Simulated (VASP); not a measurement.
# InAs (F-43m) in VASP: a series of runs, part 2 of 2

VASP 6.6.1.

## (3) Single point, PBE (volume scaled by 1.06)

Contents of INCAR:

```
PREC = Accurate ; ENCUT = 520
EDIFF = 1E-7 ; ISMEAR = 0
SIGMA = 0.1 ; LREAL = False
LASPH = True ; NELM = 60
ALGO = Normal ; ISIF = 2
LWAVE = False ; LCHARG = False
GGA = PE ; NBANDS = 16
```

Contents of KPOINTS:

```
regular mesh
0
Gamma
  12 12 12
```

Contents of POSCAR:

```
InAs
1.0
    0.0000000000      3.1538291352      3.1538291352
    3.1538291352      0.0000000000      3.1538291352
    3.1538291352      3.1538291352      0.0000000000
In As
1 1
Direct
    0.0000000000      0.0000000000      0.0000000000
    0.2500000000      0.2500000000      0.2500000000
```

Potentials or basis: VASP PAW PBE potentials, release 64 (In_d, As).

Command:

```bash
> cat potpaw_PBE.64/In_d/POTCAR potpaw_PBE.64/As/POTCAR > POTCAR
> mpirun -np 1 vasp_std > vasp.out
```

OUTCAR:

```text
PREC = Accurate
   ENCUT = 520
   EDIFF = 1E-7
   ISMEAR = 0
   LREAL = False
   LASPH = True
   NELM = 60
   ISIF = 2
   GGA = PE

 ion  position               nearest neighbor table
   1  0.000  0.000  0.000-   2 2.73   2 2.73   2 2.73   2 2.73
   2  0.250  0.250  0.250-   1 2.73   1 2.73   1 2.73   1 2.73

  LATTYP: Found a face centered cubic cell.
 ALAT       =     6.3076582704

  Lattice vectors:

 A1 = (   0.0000000000,   3.1538291352,   3.1538291352)
 A2 = (   3.1538291352,   0.0000000000,   3.1538291352)
 A3 = (   3.1538291352,   3.1538291352,   0.0000000000)

Analysis of symmetry for initial positions (statically):
=====================================================================
 Subroutine PRICEL returns:
 Original cell was already a primitive cell.

 Routine SETGRP: Setting up the symmetry group for a
 face centered cubic supercell.

 Subroutine GETGRP returns: Found 24 space group operations
 (whereof 24 operations were pure point group operations)
 out of a pool of 48 trial point group operations.

The static configuration has the point symmetry T_d .

Analysis of symmetry for dynamics (positions and initial velocities):
=====================================================================
 Subroutine PRICEL returns:
 Original cell was already a primitive cell.

 Routine SETGRP: Setting up the symmetry group for a
 face centered cubic supercell.

 Subroutine GETGRP returns: Found 24 space group operations
 (whereof 24 operations were pure point group operations)
 out of a pool of 48 trial point group operations.

The dynamic configuration has the point symmetry T_d .

 Subroutine INISYM returns: Found 24 space group operations
 (whereof 24 operations are pure point group operations),
 and found     1 'primitive' translations

----------------------------------------------------------------------------------------

                                     Primitive cell

  volume of cell :      62.7400

  direct lattice vectors                    reciprocal lattice vectors
     0.000000000  3.153829135  3.153829135    -0.158537441  0.158537441  0.158537441
     3.153829135  0.000000000  3.153829135     0.158537441 -0.158537441  0.158537441
     3.153829135  3.153829135  0.000000000     0.158537441  0.158537441 -0.158537441

  length of vectors
     4.460187936  4.460187936  4.460187936     0.274594902  0.274594902  0.274594902

  position of ions in fractional coordinates (direct lattice)
     0.000000000  0.000000000  0.000000000
     0.250000000  0.250000000  0.250000000

  ion indices of the primitive-cell ions
   primitive index   ion index
                 1           1
                 2           2

----------------------------------------------------------------------------------------

 KPOINTS: regular mesh

Automatic generation of k-mesh.
 Grid dimensions read from file:
 generate k-points for:   12   12   12

 Generating k-lattice:

  Cartesian coordinates                     Fractional coordinates (reciprocal lattice)
    -0.013211453  0.013211453  0.013211453     0.083333333  0.000000000  0.000000000
     0.013211453 -0.013211453  0.013211453     0.000000000  0.083333333  0.000000000
     0.013211453  0.013211453 -0.013211453     0.000000000  0.000000000  0.083333333

  Length of vectors
     0.022882909  0.022882909  0.022882909

  Shift w.r.t. Gamma in fractional coordinates (k-lattice)
     0.000000000  0.000000000  0.000000000

 Subroutine IBZKPT returns following result:
 ===========================================

 Found     72 irreducible k-points:

 Following reciprocal coordinates:
            Coordinates               Weight
  0.000000  0.000000  0.000000      1.000000
  0.083333  0.000000  0.000000      8.000000
  0.166667  0.000000  0.000000      8.000000
  0.250000  0.000000  0.000000      8.000000
  0.333333  0.000000  0.000000      8.000000
  0.416667  0.000000  0.000000      8.000000
[... 16 lines left out ...]
  0.500000  0.166667  0.000000     24.000000
 -0.416667  0.166667  0.000000     24.000000
 [... further k-points ...]
   k-points           NKPTS =     72   k-points in BZ     NKDIM =     72   number of bands    NBANDS=     16
   number of dos      NEDOS =    301   number of ions     NIONS =      2
   total plane-waves  NPLWV =  46656
   dimension x,y,z NGX =    36 NGY =   36 NGZ =   36
   dimension x,y,z NGXF=    72 NGYF=   72 NGZF=   72
   ions per type =               1   1
   NGX,Y,Z   is equivalent  to a cutoff of  13.42, 13.42, 13.42 a.u.
   NGXF,Y,Z  is equivalent  to a cutoff of  26.84, 26.84, 26.84 a.u.
 SYSTEM =  unknown system
   PREC   = accura    normal or accurate (medium, high low for compatibility)
   ISTART =      0    job   : 0-new  1-cont  2-samecut
   ICHARG =      2    charge: 1-file 2-atom 10-const
   ISPIN  =      1    spin polarized calculation?
   LNONCOLLINEAR =      F non collinear calculations
   LSORBIT =      F    spin-orbit coupling
   LASPH  =      T    aspherical Exc in radial PAW
   ENCUT  =  520.0 eV  38.22 Ry    6.18 a.u.   8.29  8.29  8.29*2*pi/ulx,y,z
   NELM   =     60;   NELMIN=  2; NELMDL= -5     # of ELM steps
   EDIFF  = 0.1E-06   stopping-criterion for ELM
   LREAL  =      F    real-space projection
   EDIFFG = 0.1E-05   stopping-criterion for IOM
   NSW    =      0    number of steps for IOM
   IBRION =     -1    ionic relax: 0-MD 1-quasi-New 2-CG
   NFREE  =      0    steps in history (QN), initial steepest desc. (CG)
   ISIF   =      2    stress and relaxation
   ISYM   =      2    0-nonsym 1-usesym 2-fastsym
   POTIM  = 0.5000    time-step for ionic-motion
   TEBEG  =    0.0;   TEEND  =   0.0 temperature during run
   PSTRESS=    0.0 pullay stress
   NELECT =      18.0000    total number of electrons
   NUPDOWN=      -1.0000    fix difference up-down
   EMIN   =  10.00;   EMAX   =-10.00  energy-range for DOS
   EFERMI =   0.00;   METHOD = LEGACY
   ISMEAR =     0;   SIGMA  =   0.10  broadening in eV -4-tet -1-fermi 0-gaus
   EFERMI_NEDOS =   21; number of points for ismear=-14 and -15
   IALGO  =     38    algorithm
   IMIX   =      4    mixing-type and parameters
     AMIX     =   0.40;   BMIX     =  1.00
     AMIX_MAG =   1.60;   BMIX_MAG =  1.00
  volume/ion in A,a.u.               =      31.37       211.70
  Fermi-wavevector in a.u.,A,eV,Ry     =   1.079736  2.040405 15.862072  1.165829
  Thomas-Fermi vector in A             =   2.215709
   LORBIT       =      0    0 simple, 1 ext, 2 COOP (PROOUT), +10 PAW based schemes
   GGA     = PE    functional components
   LHFCALC =     F    Hartree Fock is set to
   AEXX    =    0.0000 exact exchange contribution
   IVDW    =     0    specifies the selected vdW correction
   LEPSILON=     F    determine dielectric tensor
   LRPA    =     F    only Hartree local field effects (RPA)
 non-spin polarized calculation
 Gauss-broadening in eV      SIGMA  =   0.10
  energy-cutoff  :      520.00
  volume of cell :       62.74
 maximum number of plane-waves:      1713
 NGX is ok and might be reduce to    36
   NGX = 17   NGY = 17   NGZ = 17

 number of electron      18.0000002 magnetization

 Free energy of the ion-electron system (eV)
  ---------------------------------------------------
  ext. energy  EPLUGINS =         0.00000000
  ---------------------------------------------------
  free energy    TOTEN  =        -7.69244084 eV

  energy without entropy =       -7.69227753  energy(sigma->0) =       -7.69235918

 E-fermi :   3.3858     XC(G=0):  -8.5491

 val. band max:        3.3159190336   @ k =   0.0000   0.0000   0.0000
 cond. band min:       3.8032654783   @ k =   0.0833   0.0000   0.0000
 fundamental gap:      0.4873464447
 Fermi energy:         3.3858061215

 k-point     1 :       0.0000    0.0000    0.0000
  band No.  band energies     occupation
      1     -10.8705      2.00000
      2     -10.8705      2.00000
      3     -10.8705      2.00000
      4     -10.7892      2.00000
      5     -10.7892      2.00000
      6      -7.8046      2.00000
[... 8 lines left out ...]
     15      12.6718      0.00000
     16      12.6718      0.00000
[... 419 lines left out ...]
 k-point    24 :      -0.4167    0.1667    0.0000
  band No.  band energies     occupation
      1     -10.9491      2.00000
      2     -10.8464      2.00000
      3     -10.8429      2.00000
      4     -10.7883      2.00000
      5     -10.7850      2.00000
      6      -6.5766      2.00000
[... 8 lines left out ...]
     15      12.6449      0.00000
     16      13.0398      0.00000

 [... further k-points ...]

------------------------ aborting loop because EDIFF is reached ----------------------------------------

  FORCE on cell =-STRESS in cart. coord.  units (eV):
  Direction    XX          YY          ZZ          XY          YZ          ZX
  --------------------------------------------------------------------------------------
  -------------------------------------------------------------------------------------
  Total       -0.9482967     -0.9482967     -0.9482967      0.0000000     -0.0000000     -0.0000000
  in kB      -24.2164426    -24.2164426    -24.2164426      0.0000000     -0.0000000     -0.0000000
  external PRESSURE =     -24.2164426 kB  Pullay stress =       0.0000000 kB

 VOLUME and BASIS-vectors are now :
 -----------------------------------------------------------------------------
  energy-cutoff  :      520.00
  volume of cell :       62.74
      direct lattice vectors                 reciprocal lattice vectors
     0.000000000  3.153829135  3.153829135    -0.158537441  0.158537441  0.158537441
     3.153829135  0.000000000  3.153829135     0.158537441 -0.158537441  0.158537441
     3.153829135  3.153829135  0.000000000     0.158537441  0.158537441 -0.158537441

 POSITION                                       TOTAL-FORCE (eV/Angst)
 -----------------------------------------------------------------------------------
      0.00000      0.00000      0.00000         0.000000      0.000000     -0.000000
      1.57691      1.57691      1.57691        -0.000000     -0.000000      0.000000
 -----------------------------------------------------------------------------------
    total drift:                               -0.000000     -0.000000     -0.000000

  FREE ENERGIE OF THE ION-ELECTRON SYSTEM (eV)
  ---------------------------------------------------
  free  energy   TOTEN  =        -7.6924408423 eV

  energy  without entropy=       -7.6922775266  energy(sigma->0) =       -7.69235918
```

OSZICAR:

```text
N       E                     dE             d eps       ncg     rms          rms(c)
DAV:   1     0.112815415183E+03    0.11282E+03   -0.82135E+03  2304   0.117E+03
DAV:   2    -0.905337135086E-01   -0.11291E+03   -0.10839E+03  2496   0.289E+02
DAV:   3    -0.772620626656E+01   -0.76357E+01   -0.75950E+01  3008   0.745E+01
DAV:   4    -0.792344876738E+01   -0.19724E+00   -0.19719E+00  2904   0.136E+01
DAV:   5    -0.793194995489E+01   -0.85012E-02   -0.85011E-02  3432   0.229E+00    0.370E+00
DAV:   6    -0.770525334609E+01    0.22670E+00   -0.36960E-01  3640   0.899E+00    0.204E+00
DAV:   7    -0.768998716275E+01    0.15266E-01   -0.90831E-02  2952   0.230E+00    0.680E-01
DAV:   8    -0.769156965607E+01   -0.15825E-02   -0.10076E-02  2792   0.109E+00    0.135E-01
DAV:   9    -0.769224926499E+01   -0.67961E-03   -0.94237E-04  2896   0.279E-01    0.901E-02
DAV:  10    -0.769238794340E+01   -0.13868E-03   -0.13671E-04  3008   0.130E-01    0.455E-02
DAV:  11    -0.769243922587E+01   -0.51282E-04   -0.11200E-04  2672   0.905E-02    0.289E-02
DAV:  12    -0.769243999019E+01   -0.76432E-06   -0.41756E-06  2752   0.155E-02    0.926E-03
DAV:  13    -0.769244057899E+01   -0.58880E-06   -0.15940E-06  2912   0.763E-03    0.339E-03
DAV:  14    -0.769244077370E+01   -0.19471E-06   -0.10279E-07  2672   0.239E-03    0.118E-03
DAV:  15    -0.769244084227E+01   -0.68567E-07   -0.10211E-08  1848   0.784E-04
   1 F= -.76924408E+01 E0= -.76923592E+01  d E =-.163316E-03
```

stdout:

```text
POSCAR found type information on POSCAR InAs
 POSCAR found :  2 types and       2 ions
 scaLAPACK will be used
 LDA part: xc-table for (Slater+PW92), standard interpolation
 POSCAR, INCAR and KPOINTS ok, starting setup
 FFT: planning ... GRIDC
 FFT: planning ... GRID_SOFT
 FFT: planning ... GRID
 WAVECAR not read
 entering main loop
```

It took 75 s on 1 thread of Intel Xeon Platinum 8259CL at 2.50GHz (Skylake/Cascade Lake), shared host; peak memory 0.24 GiB.

What came out:

| Property | Result |
| --- | --- |
| Free energy | -7.6924 eV |
| Pressure | -2.4 GPa |
| Band gap on the k mesh | zero (filled and empty bands touch) |

Caveat: the cell differs from its parent crystal (volume scaled by 1.06); spin-orbit coupling is left out, which moves the levels of the heavy elements.

## (4) Single point, PBE

This run uses another cell than the first one, of 27.49 Å³/atom, 0.902 times its volume.

Contents of INCAR:

```
SYSTEM = InAs
PREC = Accurate
ENCUT = 500
EDIFF = 1E-6
ISMEAR = 0
SIGMA = 0.1
LREAL = .False.
LASPH = .True.
NELM = 120
ALGO = Normal
ISIF = 2
LWAVE = .False.
LCHARG = .False.
GGA = PE
NBANDS = 16
GGA_COMPAT = .False.
```

Contents of KPOINTS:

```
regular mesh
0
Gamma
  12 12 12
  0 0 0
```

Contents of POSCAR:

```
InAs
1.0
    0.0000000000      3.0180000000      3.0180000000
    3.0180000000      0.0000000000      3.0180000000
    3.0180000000      3.0180000000      0.0000000000
In As
1 1
Direct
    0.0000000000      0.0000000000      0.0000000000
    0.2500000000      0.2500000000      0.2500000000
```

Potentials or basis: VASP PAW PBE potentials, release 64 (In_d, As).

Command:

```bash
> cat potpaw_PBE.64/In_d/POTCAR potpaw_PBE.64/As/POTCAR > POTCAR
> mpirun -np 1 vasp_std > vasp.out
```

OUTCAR:

```text
SYSTEM = InAs
   PREC = Accurate
   ENCUT = 500
   EDIFF = 1E-6
   ISMEAR = 0
   LREAL = .False.
   LASPH = .True.
   NELM = 120
   ISIF = 2
   GGA = PE

 ion  position               nearest neighbor table
   1  0.000  0.000  0.000-   2 2.61   2 2.61   2 2.61   2 2.61
   2  0.250  0.250  0.250-   1 2.61   1 2.61   1 2.61   1 2.61

  LATTYP: Found a face centered cubic cell.
 ALAT       =     6.0360000000

  Lattice vectors:

 A1 = (   0.0000000000,   3.0180000000,   3.0180000000)
 A2 = (   3.0180000000,   0.0000000000,   3.0180000000)
 A3 = (   3.0180000000,   3.0180000000,   0.0000000000)

Analysis of symmetry for initial positions (statically):
=====================================================================
 Subroutine PRICEL returns:
 Original cell was already a primitive cell.

 Routine SETGRP: Setting up the symmetry group for a
 face centered cubic supercell.

 Subroutine GETGRP returns: Found 24 space group operations
 (whereof 24 operations were pure point group operations)
 out of a pool of 48 trial point group operations.

The static configuration has the point symmetry T_d .

Analysis of symmetry for dynamics (positions and initial velocities):
[... 162 lines left out ...]
 cond. band min:       5.3998667406   @ k =   0.0833   0.0000   0.0000
 fundamental gap:      0.8376381996
 Fermi energy:         4.6211941450

 k-point     1 :       0.0000    0.0000    0.0000
  band No.  band energies     occupation
      1      -9.8399      2.00000
      2      -9.8399      2.00000
      3      -9.8399      2.00000
      4      -9.7117      2.00000
      5      -9.7117      2.00000
      6      -7.3346      2.00000
[... 433 lines left out ...]
      3      -9.7952      2.00000
      4      -9.7110      2.00000
      5      -9.7054      2.00000
      6      -5.6969      2.00000
[... 8 lines left out ...]
     15      14.2727      0.00000
     16      14.7239      0.00000

 [... further k-points ...]

------------------------ aborting loop because EDIFF is reached ----------------------------------------

  FORCE on cell =-STRESS in cart. coord.  units (eV):
  Direction    XX          YY          ZZ          XY          YZ          ZX
  --------------------------------------------------------------------------------------
  -------------------------------------------------------------------------------------
  Total        1.4892878      1.4892878      1.4892878      0.0000000      0.0000000     -0.0000000
  in kB       43.4011766     43.4011766     43.4011766      0.0000000      0.0000000     -0.0000000
  external PRESSURE =      43.4011766 kB  Pullay stress =       0.0000000 kB

 VOLUME and BASIS-vectors are now :
 -----------------------------------------------------------------------------
  energy-cutoff  :      500.00
  volume of cell :       54.98
      direct lattice vectors                 reciprocal lattice vectors
     0.000000000  3.018000000  3.018000000    -0.165672631  0.165672631  0.165672631
     3.018000000  0.000000000  3.018000000     0.165672631 -0.165672631  0.165672631
     3.018000000  3.018000000  0.000000000     0.165672631  0.165672631 -0.165672631

 POSITION                                       TOTAL-FORCE (eV/Angst)
 -----------------------------------------------------------------------------------
      0.00000      0.00000      0.00000        -0.000000     -0.000000     -0.000000
      1.50900      1.50900      1.50900         0.000000      0.000000      0.000000
 -----------------------------------------------------------------------------------
    total drift:                               -0.000000     -0.000000     -0.000000

  FREE ENERGIE OF THE ION-ELECTRON SYSTEM (eV)
  ---------------------------------------------------
  free  energy   TOTEN  =        -7.6651676600 eV

  energy  without entropy=       -7.6650165695  energy(sigma->0) =       -7.66509211
```

stdout:

```text
POSCAR found type information on POSCAR InAs
 POSCAR found :  2 types and       2 ions
 scaLAPACK will be used
 LDA part: xc-table for (Slater+PW92), standard interpolation
 POSCAR, INCAR and KPOINTS ok, starting setup
 FFT: planning ... GRIDC
 FFT: planning ... GRID_SOFT
 FFT: planning ... GRID
 WAVECAR not read
 entering main loop
```

It took 42 s on 1 thread of AMD EPYC 7R43 (Zen 3), shared host; peak memory 0.18 GiB.

What came out:

```
Free energy            : -7.6652 eV
Pressure               : 4.3 GPa
Band gap on the k mesh : zero (filled and empty bands touch)
```

Caveat: spin-orbit coupling is left out, which moves the levels of the heavy elements.

## (5) Single point, PBE

This run uses another cell than the first one, of 27.49 Å³/atom, 0.902 times its volume.

Contents of INCAR:

```
PREC = Accurate
ENCUT = 500
EDIFF = 1E-6
ISMEAR = 0
SIGMA = 0.1
LREAL = False
LASPH = True
NELM = 120
ALGO = Normal
ISIF = 2
LWAVE = False
LCHARG = True
GGA = PE
LELF = True
LVHAR = True
NBANDS = 16
GGA_COMPAT = False
```

Contents of KPOINTS:

```
regular mesh
0
Gamma
  12 12 12
```

POSCAR is that of step 4.

Command:

```bash
> cat potpaw_PBE.64/In_d/POTCAR potpaw_PBE.64/As/POTCAR > POTCAR
> mpirun -np 1 vasp_std > vasp.out
```

Wall time 45 s (1 thread of AMD EPYC 7R43 (Zen 3), shared host); peak memory 0.17 GiB.

It converged, with:

- Free energy: -7.6652 eV
- Pressure: 4.3 GPa
- Band gap on the k mesh: zero (filled and empty bands touch)

Levels at points of the mesh, in eV from the Fermi level:
```csv
k point,band 5,band 6,band 7,band 8,band 9,band 10,band 11,band 12,band 13,band 14
"(0.00, 0.00, 0.00)",-14.33,-11.96,-0.23,-0.06,-0.06,-0.06,3.85,3.85,3.85,7.47
"(0.50, 0.00, 0.00)",-14.32,-10.47,-5.85,-1.05,-1.05,0.91,4.62,4.62,6.80,9.01
"(0.50, 0.50, 0.00)",-14.31,-9.92,-5.92,-2.40,-2.40,1.48,2.00,9.16,9.25,9.25
```

Caveat: spin-orbit coupling is left out, which moves the levels of the heavy elements.

## (6) Overview

| cell | cutoff (eV) | gap on the mesh (eV) | pressure (GPa) |
| --- | --- | --- | --- |
| a = 4.418 Å, angles 60.0°, 2 atoms | 520 | none | -1.3 |
| a = 4.460 Å, angles 60.0°, 2 atoms | 520 | none | -2.4 |
| a = 4.268 Å, angles 60.0°, 2 atoms | 500 | none | 4.3 |

Alike in all rows: task single point; level PBE; potentials or basis VASP PAW PBE potentials, release 64 (In_d, As); no spin polarisation; k mesh 12 × 12 × 12; smearing gaussian 0.1 eV.

Caveats: spin-orbit coupling is left out, which moves the levels of the heavy elements.

Absolute energies hang on the potentials; compare differences alone.
